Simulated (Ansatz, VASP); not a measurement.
**Rh: VASP beside Ansatz**

```
Rh
1.0
    -1.50926    1.50926    1.50926
     1.50926   -1.50926    1.50926
     1.50926    1.50926   -1.50926
Rh
1
Direct
  0.00000 0.00000 0.00000
```

Alike in both runs: task relaxation of cell and atoms; functional BLYP; k mesh 15 × 15 × 15; occupations fermi-dirac, width 0.1 eV; no spin polarisation.

|  | VASP | Ansatz |
| --- | --- | --- |
| version | VASP 6.6.1 | Ansatz 0.2.0 |
| potentials or method | VASP PAW PBE potentials, release 64 (Rh_pv), cutoff 600 eV | plane waves (420 eV) with PAW, scalar-relativistic |
| valence electrons in the cell | 15 | 17 |

|  | VASP | Ansatz | Ansatz less VASP |
| --- | --- | --- | --- |
| relaxed volume (Å³/atom) | 15.34 | 15.32 | -0.022 |
| relaxed cell length with the largest relative difference (Å) | 2.711 | 2.710 | -0.0013 |

VASP's potentials were made for PBE, not for BLYP. VASP's potentials hold 15 valence electrons a cell and Ansatz's 17, so a difference there can come from the potentials and not from the codes.
